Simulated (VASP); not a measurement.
Crystal: SiO2.

```
CELL_PARAMETERS angstrom
4.17730 0.00000 0.00000
0.00000 4.17730 0.00000
0.00000 0.00000 2.66520
ATOMIC_POSITIONS crystal
Si 0.00000 0.00000 0.00000
Si 0.50000 0.50000 0.50000
O 0.30590 0.30590 0.00000
O 0.19410 0.80590 0.50000
O 0.69410 0.69410 0.00000
O 0.80590 0.19410 0.50000
```

* Program: VASP 6.6.1
* Task: relaxation of cell and atoms
* Functional: PBE
* Potentials or basis: VASP PAW PBE potentials, release 64 (Si, O)
* Cutoff: 600 eV
* k mesh: 6 × 6 × 8
* Occupations: fermi-dirac, width 0.02 eV
* Spin: no spin polarisation

At the start: pressure 11.0 GPa; volume 7.75 Å³/atom.

Problem. How do energy, volume and symmetry change on relaxing?

Solution. Over 10 steps the energy falls by 9.2 meV/atom and the volume is 8.04 Å³/atom (+3.7 %); space group P4_2/mnm (No. 136, to 0.1 Å) before and after.

The path:
| step | energy change (eV) | largest force (eV/Å) | pressure (GPa) | volume (Å³) |
| --- | --- | --- | --- | --- |
| 1 | 0.0000 | 0.0984 | 10.97 | 46.51 |
| 2 | 0.0338 | 0.4650 | -11.92 | 50.17 |
| 3 | -0.0520 | 0.1697 | 0.08 | 48.07 |
| 4 | -0.0520 | 0.1647 | 0.27 | 48.03 |
| 5 | -0.0545 | 0.0198 | 0.14 | 48.16 |
| 6 | -0.0545 | 0.0180 | 0.15 | 48.16 |
| 7 | -0.0549 | 0.0033 | -0.10 | 48.23 |
| 8 | -0.0549 | 0.0039 | -0.09 | 48.23 |
| 9 | -0.0549 | 0.0039 | 0.07 | 48.20 |
| 10 | -0.0549 | 0.0001 | 0.00 | 48.21 |

Final structure:
```
Si O
1.0
     4.23134    0.00000    0.00000
     0.00000    4.23134    0.00000
     0.00000    0.00000    2.69277
Si O
2 4
Direct
  0.00000 0.00000 0.00000
  0.50000 0.50000 0.50000
  0.30676 0.30676 0.00000
  0.19324 0.80676 0.50000
  0.69324 0.69324 0.00000
  0.80676 0.19324 0.50000
```
